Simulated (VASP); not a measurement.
# Cs (P6_3/mmc) in VASP: notebook

The runs below take Cs through relaxation of shape and atoms at fixed volume, relaxation of cell and atoms, with LDA.

All numbers are computed with VASP 6.6.1; they aren't measurements. Logs are shortened: lines on timing, memory, paths and dates and some standing lists are left out, and cuts for length are marked.

## 1. The cell of the first run

Symmetry: P6_3/mmc, No. 194, hexagonal system. The conventional cell has a = 4.975 Å, b = 4.975 Å, c = 8.059 Å, α = 90.00°, β = 90.00°, γ = 120.00°.

## 2. Relaxation of shape and atoms at fixed volume, LDA

File INCAR:

```
  ALGO = Normal
  EDIFF = 1E-7
  EDIFFG = -0.005
  ENCUT = 600
  GGA = CA
  IBRION = 2
  ISIF = 4
  ISMEAR = -1
  LASPH = T
  LCHARG = F
  LREAL = F
  LWAVE = F
  NELM = 80
  NSW = 50
  PREC = Accurate
  SIGMA = 0.1
```

File KPOINTS:

```
k-points
0
Gamma
  9 9 5
```

File POSCAR:

```
Cs
1.0
    4.9747281001      0.0000000000      0.0000000000
   -2.4873640501      4.3082409116      0.0000000000
    0.0000000000      0.0000000000      8.0590595222
Cs
2
Direct
    0.3333333333      0.6666666667      0.2500000000
    0.6666666667      0.3333333333      0.7500000000
```

Potentials or basis: VASP PAW LDA potentials, release 64 (Cs_sv).

Command:

```console
> cat potpaw_LDA.64/Cs_sv/POTCAR > POTCAR
> mpirun -np 1 vasp_std > vasp.out
```

OUTCAR:

```text
EDIFF = 1E-7
   EDIFFG = -0.005
   ENCUT = 600
   GGA = CA
   IBRION = 2
   ISIF = 4
   ISMEAR = -1
   LASPH = T
   LREAL = F
   NELM = 80
   NSW = 50
   PREC = Accurate

 ion  position               nearest neighbor table
   1  0.333  0.667  0.250-
   2  0.667  0.333  0.750-

  LATTYP: Found a hexagonal cell.
 ALAT       =     4.9747281001
 C/A-ratio  =     1.6200000000

  Lattice vectors:

 A1 = (   4.9747281001,   0.0000000000,   0.0000000000)
 A2 = (  -2.4873640501,   4.3082409116,   0.0000000000)
 A3 = (   0.0000000000,   0.0000000000,   8.0590595222)

Analysis of symmetry for initial positions (statically):
=====================================================================
 Subroutine PRICEL returns:
 Original cell was already a primitive cell.

 Routine SETGRP: Setting up the symmetry group for a
 hexagonal supercell.

 Subroutine GETGRP returns: Found 24 space group operations
 (whereof 12 operations were pure point group operations)
 out of a pool of 24 trial point group operations.

The static configuration has the point symmetry D_3d.
 The point group associated with its full space group is D_6h.

Analysis of symmetry for dynamics (positions and initial velocities):
=====================================================================
 Subroutine PRICEL returns:
 Original cell was already a primitive cell.

 Routine SETGRP: Setting up the symmetry group for a
 hexagonal supercell.

 Subroutine GETGRP returns: Found 24 space group operations
 (whereof 12 operations were pure point group operations)
 out of a pool of 24 trial point group operations.

The dynamic configuration has the point symmetry D_3d.
 The point group associated with its full space group is D_6h.

 Subroutine INISYM returns: Found 24 space group operations
 (whereof 12 operations are pure point group operations),
 and found     1 'primitive' translations

----------------------------------------------------------------------------------------

                                     Primitive cell

  volume of cell :     172.7244

  direct lattice vectors                    reciprocal lattice vectors
     4.974728100  0.000000000  0.000000000     0.201016011  0.116056648  0.000000000
    -2.487364050  4.308240912  0.000000000     0.000000000  0.232113296  0.000000000
     0.000000000  0.000000000  8.059059522     0.000000000  0.000000000  0.124083958

  length of vectors
     4.974728100  4.974728100  8.059059522     0.232113296  0.232113296  0.124083958

  position of ions in fractional coordinates (direct lattice)
     0.333333333  0.666666667  0.250000000
     0.666666667  0.333333333  0.750000000

  ion indices of the primitive-cell ions
   primitive index   ion index
                 1           1
                 2           2

----------------------------------------------------------------------------------------

 KPOINTS: k-points

Automatic generation of k-mesh.
 Grid dimensions read from file:
 generate k-points for:    9    9    5

 Generating k-lattice:

  Cartesian coordinates                     Fractional coordinates (reciprocal lattice)
     0.022335112  0.012895183  0.000000000     0.111111111  0.000000000  0.000000000
     0.000000000  0.025790366  0.000000000     0.000000000  0.111111111  0.000000000
     0.000000000  0.000000000  0.024816792     0.000000000  0.000000000  0.200000000

  Length of vectors
     0.025790366  0.025790366  0.024816792

  Shift w.r.t. Gamma in fractional coordinates (k-lattice)
     0.000000000  0.000000000  0.000000000

 Subroutine IBZKPT returns following result:
 ===========================================

 Found     36 irreducible k-points:

 Following reciprocal coordinates:
            Coordinates               Weight
  0.000000  0.000000  0.000000      1.000000
  0.111111  0.000000  0.000000      6.000000
  0.222222  0.000000  0.000000      6.000000
  0.333333  0.000000  0.000000      6.000000
  0.444444  0.000000  0.000000      6.000000
  0.111111  0.111111  0.000000      6.000000
[... 16 lines left out ...]
  0.333333  0.222222  0.200000     24.000000
  0.333333  0.333333  0.200000      4.000000
 [... further k-points ...]
   k-points           NKPTS =     36   k-points in BZ     NKDIM =     36   number of bands    NBANDS=     13
   number of dos      NEDOS =    301   number of ions     NIONS =      2
   total plane-waves  NPLWV = 102400
   dimension x,y,z NGX =    40 NGY =   40 NGZ =   64
   dimension x,y,z NGXF=    80 NGYF=   80 NGZF=  128
   ions per type =               2
   NGX,Y,Z   is equivalent  to a cutoff of  13.37, 13.37, 13.20 a.u.
   NGXF,Y,Z  is equivalent  to a cutoff of  26.73, 26.73, 26.40 a.u.
 SYSTEM =  unknown system
   PREC   = accura    normal or accurate (medium, high low for compatibility)
   ISTART =      0    job   : 0-new  1-cont  2-samecut
   ICHARG =      2    charge: 1-file 2-atom 10-const
   ISPIN  =      1    spin polarized calculation?
   LNONCOLLINEAR =      F non collinear calculations
   LSORBIT =      F    spin-orbit coupling
   LASPH  =      T    aspherical Exc in radial PAW
   ENCUT  =  600.0 eV  44.10 Ry    6.64 a.u.   9.94  9.94 16.10*2*pi/ulx,y,z
   NELM   =     80;   NELMIN=  2; NELMDL= -5     # of ELM steps
   EDIFF  = 0.1E-06   stopping-criterion for ELM
   LREAL  =      F    real-space projection
   EDIFFG = -.5E-02   stopping-criterion for IOM
   NSW    =     50    number of steps for IOM
   IBRION =      2    ionic relax: 0-MD 1-quasi-New 2-CG
   NFREE  =      1    steps in history (QN), initial steepest desc. (CG)
   ISIF   =      4    stress and relaxation
   ISYM   =      2    0-nonsym 1-usesym 2-fastsym
   POTIM  = 0.5000    time-step for ionic-motion
   TEBEG  =    0.0;   TEEND  =   0.0 temperature during run
   PSTRESS=    0.0 pullay stress
   NELECT =      18.0000    total number of electrons
   NUPDOWN=      -1.0000    fix difference up-down
   EMIN   =  10.00;   EMAX   =-10.00  energy-range for DOS
   EFERMI =   0.00;   METHOD = LEGACY
   ISMEAR =    -1;   SIGMA  =   0.10  broadening in eV -4-tet -1-fermi 0-gaus
   EFERMI_NEDOS =   21; number of points for ismear=-14 and -15
   IALGO  =     38    algorithm
   IMIX   =      4    mixing-type and parameters
     AMIX     =   0.40;   BMIX     =  1.00
     AMIX_MAG =   1.60;   BMIX_MAG =  1.00
  volume/ion in A,a.u.               =      86.36       582.80
  Fermi-wavevector in a.u.,A,eV,Ry     =   0.770397  1.455839  8.075209  0.593511
  Thomas-Fermi vector in A             =   1.871592
   LORBIT       =      0    0 simple, 1 ext, 2 COOP (PROOUT), +10 PAW based schemes
   GGA     = CA    functional components
   LHFCALC =     F    Hartree Fock is set to
   AEXX    =    0.0000 exact exchange contribution
   IVDW    =     0    specifies the selected vdW correction
   LEPSILON=     F    determine dielectric tensor
   LRPA    =     F    only Hartree local field effects (RPA)
 conjugate gradient relaxation of ions
 non-spin polarized calculation
  energy-cutoff  :      600.00
  volume of cell :      172.72
 maximum number of plane-waves:      5784
 NGX is ok and might be reduce to    40
   NGX = 19   NGY = 19   NGZ = 33

--------------------------------------- Ionic step        1  -------------------------------------------

 number of electron      18.0000000 magnetization

 Free energy of the ion-electron system (eV)
  ---------------------------------------------------
  ext. energy  EPLUGINS =         0.00000000
  ---------------------------------------------------
  free energy    TOTEN  =        -2.01361019 eV

  energy without entropy =       -1.93289363  energy(sigma->0) =       -1.97325191

------------------------ aborting loop because EDIFF is reached ----------------------------------------

  FORCE on cell =-STRESS in cart. coord.  units (eV):
  Direction    XX          YY          ZZ          XY          YZ          ZX
  --------------------------------------------------------------------------------------
  -------------------------------------------------------------------------------------
  Total        0.3096783      0.3096783      0.3491535     -0.0000000      0.0000000      0.0000000
  in kB        2.8725502      2.8725502      3.2387190     -0.0000000      0.0000000      0.0000000
  external PRESSURE =       2.9946065 kB  Pullay stress =       0.0000000 kB
[... 93 lines left out ...]
  energy  without entropy=       -1.9329890026  energy(sigma->0) =       -1.97333721

--------------------------------------- Ionic step        4  -------------------------------------------

 number of electron      18.0000001 magnetization

 Free energy of the ion-electron system (eV)
  ---------------------------------------------------
  ext. energy  EPLUGINS =         0.00000000
  ---------------------------------------------------
  free energy    TOTEN  =        -2.01370200 eV

  energy without entropy =       -1.93303028  energy(sigma->0) =       -1.97336614

 E-fermi :   1.0912     XC(G=0):  -6.3302

 val. band max:        1.0788782885   @ k =   0.1111   0.0000   0.0000
 cond. band min:       1.1282239681   @ k =   0.4444   0.1111   0.2000
 fundamental gap:      0.0493456795
 Fermi energy:         1.0912150094

 k-point     1 :       0.0000    0.0000    0.0000
  band No.  band energies     occupation
      1     -22.5834      2.00000
      2     -22.5599      2.00000
      3      -9.5979      2.00000
      4      -9.2883      2.00000
      5      -9.2883      2.00000
      6      -9.2424      2.00000
      7      -9.2424      2.00000
      8      -9.2418      2.00000
      9      -0.8730      2.00000
     10       0.9120      1.71439
     11       2.3088      0.00001
     12       3.5782      0.00000
     13       3.5782      0.00000
[... 353 lines left out ...]
 k-point    24 :       0.3333    0.3333    0.2000
  band No.  band energies     occupation
      1     -22.5539      2.00000
      2     -22.5539      2.00000
      3      -9.4989      2.00000
      4      -9.4892      2.00000
      5      -9.4892      2.00000
      6      -9.4120      2.00000
      7      -9.3439      2.00000
      8      -9.3439      2.00000
      9       1.8517      0.00100
     10       1.8517      0.00100
     11       1.8686      0.00084
     12       1.8963      0.00064
     13       2.7334      0.00000

 [... further k-points ...]
[... 5 lines left out ...]
  --------------------------------------------------------------------------------------
  -------------------------------------------------------------------------------------
  Total        0.3276871      0.3276871      0.3186810     -0.0000000     -0.0000000      0.0000000
  in kB        3.0395989      3.0395989      2.9560586     -0.0000000     -0.0000000      0.0000000
  external PRESSURE =       3.0117522 kB  Pullay stress =       0.0000000 kB
[... 17 lines left out ...]
  FREE ENERGIE OF THE ION-ELECTRON SYSTEM (eV)
  ---------------------------------------------------
  free  energy   TOTEN  =        -2.0137020047 eV

  energy  without entropy=       -1.9330302801  energy(sigma->0) =       -1.97336614

 reached required accuracy - stopping structural energy minimisation
```

Wall time 3.8 min (1 thread of Oxide Virtual Turin-like, shared host); peak memory 0.26 GiB.

What came out:

```
Free energy               : -2.0137 eV
Energy gained by relaxing : 0.0 meV/atom
Ionic steps               : 4
Pressure after relaxing   : 0.3 GPa
Band gap on the k mesh    : zero (band 9 reaches 1.92 eV, above the bottom of band 10 at 0.21 eV)
```

Final structure:
```xyz
2
Lattice="4.9590 0.0000 0.0000 -2.4795 4.2946 0.0000 0.0000 0.0000 8.1103" Properties=species:S:1:pos:R:3 pbc="T T T"
Cs    0.0000    2.8631    2.0276
Cs    2.4795    1.4315    6.0827
```

Caveat: spin-orbit coupling is left out, which moves the levels of the heavy elements.

## 3. Relaxation of cell and atoms, LDA

This run uses another cell than the first one, of 95.96 Å³/atom, 1.111 times its volume.

File INCAR:

```
PREC = Accurate ; ENCUT = 600
EDIFF = 1E-6 ; ISMEAR = -1
SIGMA = 0.1 ; LREAL = False
LASPH = True ; NELM = 100
ALGO = Normal ; ISIF = 3
LWAVE = False ; LCHARG = False
IBRION = 2 ; NSW = 60
EDIFFG = -0.005
```

File KPOINTS:

```
Automatic mesh
0
Gamma
  9 9 5
```

File POSCAR:

```
Cs
1.0
    5.1525456203      0.0000000000      0.0000000000
   -2.5762728102      4.4622354014      0.0000000000
    0.0000000000      0.0000000000      8.3471239049
Cs
2
Direct
    0.3333333333      0.6666666667      0.2500000000
    0.6666666667      0.3333333333      0.7500000000
```

Potentials or basis: VASP PAW LDA potentials, release 64 (Cs_sv).

Command:

```console
> cat potpaw_LDA.64/Cs_sv/POTCAR > POTCAR
> mpirun -np 1 vasp_std > vasp.out
```

Wall time 7.5 min (1 thread of Oxide Virtual Turin-like, shared host); peak memory 0.29 GiB.

Results (log left out):

* Free energy: -2.0306 eV
* Relaxed volume: 95.86 Å³/atom
* Relaxed cell: a = 5.135 Å, b = 5.135 Å, c = 8.396 Å, α = 90.00°, β = 90.00°, γ = 120.00°
* Space group after relaxing (to 0.05 Å): P6_3/mmc (No. 194)
* Energy gained by relaxing: 0.1 meV/atom
* Ionic steps: 7
* Pressure after relaxing: 0.0 GPa
* Band gap on the k mesh: zero (band 9 reaches 1.58 eV, above the bottom of band 10 at -0.10 eV)

The path:
```
step  energy change (eV)  largest force (eV/Å)  pressure (GPa)  volume (Å³)
   1              0.0000                0.0000            0.00       191.92
   2              0.0000                0.0000            0.00       191.90
   3             -0.0001                0.0000            0.00       191.84
   4             -0.0001                0.0000           -0.01       191.73
   5              0.0001                0.0000           -0.02       191.48
   6             -0.0001                0.0000            0.01       191.70
   7             -0.0001                0.0000            0.00       191.72
```

Final structure:
```xyz
2
Lattice="5.1348 0.0000 0.0000 -2.5674 4.4468 0.0000 0.0000 0.0000 8.3964" Properties=species:S:1:pos:R:3 pbc="T T T"
Cs    0.0000    2.9646    2.0991
Cs    2.5674    1.4823    6.2973
```

Levels at points of the mesh, in eV from the Fermi level:
| k point | band 7 | band 8 | band 9 | band 10 | band 11 | band 12 |
| --- | --- | --- | --- | --- | --- | --- |
| (0.00, 0.00, 0.00) | -10.41 | -10.41 | -1.87 | -0.13 | 1.05 | 2.44 |

Caveat: spin-orbit coupling is left out, which moves the levels of the heavy elements.
